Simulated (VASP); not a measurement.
# SrBr (P6_3mc) in VASP: a series of runs, part 2 of 2

VASP 6.6.1. Earlier steps stand in the parts before.

## (3) Single point, PBE (Ca replaced by Sr, lengths x 1.039, strained)

INCAR reads:

```
SYSTEM = SrBr
  PREC = Accurate
  ENCUT = 520
  EDIFF = 1E-6
  ISMEAR = 0
  SIGMA = 0.1
  LREAL = .False.
  LASPH = .True.
  NELM = 100
  ALGO = Normal
  ISIF = 2
  LWAVE = .False.
  LCHARG = .True.
  GGA = PE
  LELF = .True.
  LVHAR = .True.
  NBANDS = 25
```

KPOINTS reads:

```
regular mesh
0
Gamma
  12 12 6
  0 0 0
```

POSCAR reads:

```
SrBr
1.0
    4.3008655402      0.0000000000      0.0000000000
   -2.1504327700      3.7246588160      0.0000000000
    0.0000000000      0.0000000000      9.2813418515
Sr Br
2 2
Direct
    0.3333333300      0.6666666700      0.3436136966
    0.6666666700      0.3333333300      0.8436136966
    0.3333333300      0.6666666700      0.0313863034
    0.6666666700      0.3333333300      0.5313863034
```

Potentials or basis: VASP PAW PBE potentials, release 64 (Sr_sv, Br).

The run is started by

```
$ cat potpaw_PBE.64/Sr_sv/POTCAR potpaw_PBE.64/Br/POTCAR > POTCAR
$ mpirun -np 1 vasp_std > vasp.out
```

OUTCAR:

```text
SYSTEM = SrBr
   PREC = Accurate
   ENCUT = 520
   EDIFF = 1E-6
   ISMEAR = 0
   LREAL = .False.
   LASPH = .True.
   NELM = 100
   ISIF = 2
   GGA = PE

 ion  position               nearest neighbor table
   1  0.333  0.667  0.344-   3 2.90   4 3.03   4 3.03   4 3.03
   2  0.667  0.333  0.844-   4 2.90   3 3.03   3 3.03   3 3.03
   3  0.333  0.667  0.031-   1 2.90   2 3.03   2 3.03   2 3.03
   4  0.667  0.333  0.531-   2 2.90   1 3.03   1 3.03   1 3.03

  LATTYP: Found a hexagonal cell.
 ALAT       =     4.3008655402
 C/A-ratio  =     2.1580172095

  Lattice vectors:

 A1 = (   4.3008655402,   0.0000000000,   0.0000000000)
 A2 = (  -2.1504327700,   3.7246588160,   0.0000000000)
 A3 = (   0.0000000000,   0.0000000000,   9.2813418515)

Analysis of symmetry for initial positions (statically):
=====================================================================
 Subroutine PRICEL returns:
 Original cell was already a primitive cell.

 Routine SETGRP: Setting up the symmetry group for a
 hexagonal supercell.

 Subroutine GETGRP returns: Found 12 space group operations
 (whereof  6 operations were pure point group operations)
 out of a pool of 24 trial point group operations.

The static configuration has the point symmetry C_3v.
 The point group associated with its full space group is C_6v.

Analysis of symmetry for dynamics (positions and initial velocities):
=====================================================================
 Subroutine PRICEL returns:
 Original cell was already a primitive cell.

 Routine SETGRP: Setting up the symmetry group for a
 hexagonal supercell.

 Subroutine GETGRP returns: Found 12 space group operations
 (whereof  6 operations were pure point group operations)
 out of a pool of 24 trial point group operations.

The dynamic configuration has the point symmetry C_3v.
 The point group associated with its full space group is C_6v.

 Subroutine INISYM returns: Found 12 space group operations
 (whereof  6 operations are pure point group operations),
 and found     1 'primitive' translations

----------------------------------------------------------------------------------------

                                     Primitive cell

  volume of cell :     148.6802

  direct lattice vectors                    reciprocal lattice vectors
     4.300865540  0.000000000  0.000000000     0.232511338  0.134240483  0.000000000
    -2.150432770  3.724658816  0.000000000     0.000000000  0.268480967  0.000000000
     0.000000000  0.000000000  9.281341852     0.000000000  0.000000000  0.107743041

  length of vectors
     4.300865540  4.300865540  9.281341852     0.268480967  0.268480967  0.107743041

  position of ions in fractional coordinates (direct lattice)
     0.333333330  0.666666670  0.343613697
     0.666666670  0.333333330  0.843613697
     0.333333330  0.666666670  0.031386303
     0.666666670  0.333333330  0.531386303

  ion indices of the primitive-cell ions
   primitive index   ion index
                 1           1
                 2           2
                 3           3
                 4           4

----------------------------------------------------------------------------------------

 KPOINTS: regular mesh

Automatic generation of k-mesh.
 Grid dimensions read from file:
 generate k-points for:   12   12    6

 Generating k-lattice:

  Cartesian coordinates                     Fractional coordinates (reciprocal lattice)
     0.019375945  0.011186707  0.000000000     0.083333333  0.000000000  0.000000000
     0.000000000  0.022373414  0.000000000     0.000000000  0.083333333  0.000000000
     0.000000000  0.000000000  0.017957174     0.000000000  0.000000000  0.166666667

  Length of vectors
     0.022373414  0.022373414  0.017957174

  Shift w.r.t. Gamma in fractional coordinates (k-lattice)
     0.000000000  0.000000000  0.000000000

 Subroutine IBZKPT returns following result:
 ===========================================

 Found     76 irreducible k-points:

 Following reciprocal coordinates:
            Coordinates               Weight
  0.000000  0.000000  0.000000      1.000000
  0.083333  0.000000  0.000000      6.000000
  0.166667  0.000000  0.000000      6.000000
  0.250000  0.000000  0.000000      6.000000
  0.333333  0.000000  0.000000      6.000000
  0.416667  0.000000  0.000000      6.000000
[... 16 lines left out ...]
  0.250000  0.000000  0.166667     12.000000
  0.333333  0.000000  0.166667     12.000000
 [... further k-points ...]
   k-points           NKPTS =     76   k-points in BZ     NKDIM =     76   number of bands    NBANDS=     25
   number of dos      NEDOS =    301   number of ions     NIONS =      4
   total plane-waves  NPLWV =  71680
   dimension x,y,z NGX =    32 NGY =   32 NGZ =   70
   dimension x,y,z NGXF=    64 NGYF=   64 NGZF=  140
   ions per type =               2   2
   NGX,Y,Z   is equivalent  to a cutoff of  12.37, 12.37, 12.54 a.u.
   NGXF,Y,Z  is equivalent  to a cutoff of  24.74, 24.74, 25.08 a.u.
 SYSTEM =  SrBr
   PREC   = accura    normal or accurate (medium, high low for compatibility)
   ISTART =      0    job   : 0-new  1-cont  2-samecut
   ICHARG =      2    charge: 1-file 2-atom 10-const
   ISPIN  =      1    spin polarized calculation?
   LNONCOLLINEAR =      F non collinear calculations
   LSORBIT =      F    spin-orbit coupling
   LASPH  =      T    aspherical Exc in radial PAW
   ENCUT  =  520.0 eV  38.22 Ry    6.18 a.u.   8.00  8.00 17.26*2*pi/ulx,y,z
   NELM   =    100;   NELMIN=  2; NELMDL= -5     # of ELM steps
   EDIFF  = 0.1E-05   stopping-criterion for ELM
   LREAL  =      F    real-space projection
   EDIFFG = 0.1E-04   stopping-criterion for IOM
   NSW    =      0    number of steps for IOM
   IBRION =     -1    ionic relax: 0-MD 1-quasi-New 2-CG
   NFREE  =      0    steps in history (QN), initial steepest desc. (CG)
   ISIF   =      2    stress and relaxation
   ISYM   =      2    0-nonsym 1-usesym 2-fastsym
   POTIM  = 0.5000    time-step for ionic-motion
   TEBEG  =    0.0;   TEEND  =   0.0 temperature during run
   PSTRESS=    0.0 pullay stress
   NELECT =      34.0000    total number of electrons
   NUPDOWN=      -1.0000    fix difference up-down
   EMIN   =  10.00;   EMAX   =-10.00  energy-range for DOS
   EFERMI =   0.00;   METHOD = LEGACY
   ISMEAR =     0;   SIGMA  =   0.10  broadening in eV -4-tet -1-fermi 0-gaus
   EFERMI_NEDOS =   21; number of points for ismear=-14 and -15
   IALGO  =     38    algorithm
   IMIX   =      4    mixing-type and parameters
     AMIX     =   0.40;   BMIX     =  1.00
     AMIX_MAG =   1.60;   BMIX_MAG =  1.00
  volume/ion in A,a.u.               =      37.17       250.84
  Fermi-wavevector in a.u.,A,eV,Ry     =   1.001114  1.891831 13.636150  1.002229
  Thomas-Fermi vector in A             =   2.133515
   LORBIT       =      0    0 simple, 1 ext, 2 COOP (PROOUT), +10 PAW based schemes
   GGA     = PE    functional components
   LHFCALC =     F    Hartree Fock is set to
   AEXX    =    0.0000 exact exchange contribution
   IVDW    =     0    specifies the selected vdW correction
   LEPSILON=     F    determine dielectric tensor
   LRPA    =     F    only Hartree local field effects (RPA)
 non-spin polarized calculation
 Gauss-broadening in eV      SIGMA  =   0.10
  energy-cutoff  :      520.00
  volume of cell :      148.68
 maximum number of plane-waves:      4026
 NGX is ok and might be reduce to    32
   NGX = 15   NGY = 15   NGZ = 35

 number of electron      34.0000001 magnetization

 Free energy of the ion-electron system (eV)
  ---------------------------------------------------
  ext. energy  EPLUGINS =         0.00000000
  ---------------------------------------------------
  free energy    TOTEN  =       -11.54831278 eV

  energy without entropy =      -11.52478238  energy(sigma->0) =      -11.53654758

 E-fermi :   3.3927     XC(G=0):  -8.0023

 val. band max:        3.3887930928   @ k =   0.2500   0.1667   0.3333
 cond. band min:       3.4160071031   @ k =   0.3333   0.0000   0.3333
 fundamental gap:      0.0272140103
 Fermi energy:         3.3926748493

 k-point     1 :       0.0000    0.0000    0.0000
  band No.  band energies     occupation
      1     -33.4425      2.00000
      2     -33.4406      2.00000
      3     -15.9442      2.00000
      4     -15.5354      2.00000
      5     -15.4225      2.00000
      6     -15.4225      2.00000
[... 661 lines left out ...]
     24       6.4731      0.00000
     25       7.0834      0.00000

 [... further k-points ...]

------------------------ aborting loop because EDIFF is reached ----------------------------------------

  FORCE on cell =-STRESS in cart. coord.  units (eV):
  Direction    XX          YY          ZZ          XY          YZ          ZX
  --------------------------------------------------------------------------------------
  -------------------------------------------------------------------------------------
  Total        2.5569768      2.5569768      6.1932557      0.0000000      0.0000000      0.0000000
  in kB       27.5539739     27.5539739     66.7385034      0.0000000      0.0000000      0.0000000
  external PRESSURE =      40.6154837 kB  Pullay stress =       0.0000000 kB

 VOLUME and BASIS-vectors are now :
 -----------------------------------------------------------------------------
  energy-cutoff  :      520.00
  volume of cell :      148.68
      direct lattice vectors                 reciprocal lattice vectors
     4.300865540  0.000000000  0.000000000     0.232511338  0.134240483  0.000000000
    -2.150432770  3.724658816  0.000000000     0.000000000  0.268480967  0.000000000
     0.000000000  0.000000000  9.281341852     0.000000000  0.000000000  0.107743041

 POSITION                                       TOTAL-FORCE (eV/Angst)
 -----------------------------------------------------------------------------------
     -0.00000      2.48311      3.18920        -0.000000      0.000000     -0.292801
      2.15043      1.24155      7.82987        -0.000000     -0.000000     -0.292801
     -0.00000      2.48311      0.29131         0.000000      0.000000      0.292801
      2.15043      1.24155      4.93198         0.000000     -0.000000      0.292801
 -----------------------------------------------------------------------------------
    total drift:                                0.000004     -0.000002     -0.000395

  FREE ENERGIE OF THE ION-ELECTRON SYSTEM (eV)
  ---------------------------------------------------
  free  energy   TOTEN  =       -11.5483127753 eV

  energy  without entropy=      -11.5247823802  energy(sigma->0) =      -11.53654758
```

OSZICAR:

```text
N       E                     dE             d eps       ncg     rms          rms(c)
DAV:   1     0.220147616382E+03    0.22015E+03   -0.15382E+04  3800   0.117E+03
DAV:   2     0.930111756828E+01   -0.21085E+03   -0.20277E+03  4580   0.258E+02
DAV:   3    -0.109030307096E+02   -0.20204E+02   -0.20014E+02  6217   0.675E+01
DAV:   4    -0.116544460493E+02   -0.75142E+00   -0.74900E+00  5637   0.121E+01
DAV:   5    -0.116750403486E+02   -0.20594E-01   -0.20591E-01  5634   0.157E+00    0.209E+01
DAV:   6    -0.115511460212E+02    0.12389E+00   -0.24682E-01  4965   0.246E+00    0.120E+01
DAV:   7    -0.115486494183E+02    0.24966E-02   -0.25348E-01  4812   0.279E+00    0.963E-01
DAV:   8    -0.115476472231E+02    0.10022E-02   -0.26955E-02  5264   0.703E-01    0.237E-01
DAV:   9    -0.115481110535E+02   -0.46383E-03   -0.13873E-03  5631   0.204E-01    0.847E-02
DAV:  10    -0.115482569725E+02   -0.14592E-03   -0.11971E-04  5480   0.540E-02    0.281E-02
DAV:  11    -0.115483092192E+02   -0.52247E-04   -0.51629E-05  4774   0.377E-02    0.126E-02
DAV:  12    -0.115483124236E+02   -0.32045E-05   -0.55439E-06  4487   0.119E-02    0.505E-03
DAV:  13    -0.115483127753E+02   -0.35170E-06   -0.86280E-07  3628   0.475E-03
   1 F= -.11548313E+02 E0= -.11536548E+02  d E =-.235304E-01
```

It took 2.3 min on 1 thread of Intel Xeon Platinum 8488C (Sapphire Rapids), shared host; peak memory 0.42 GiB.

Results:

| Item | Value |
| --- | --- |
| Free energy | -11.5483 eV |
| Pressure | 4.1 GPa |
| Largest force | 0.293 eV/Å |
| Band gap on the k mesh | zero (bands 17 and 18 overlap by 1.37 eV) |

Forces on the atoms (eV/Å):
```
Sr   0.000  0.000 -0.293
Sr   0.000  0.000 -0.293
Br   0.000  0.000  0.293
Br   0.000  0.000  0.293
```

Stress tensor (GPa, compression positive):
```
2.76 0.00 0.00
0.00 2.76 0.00
0.00 0.00 6.67
```

Caveat: the cell differs from its parent crystal (Ca replaced by Sr, lengths x 1.039, strained); the cell stands under pressure.
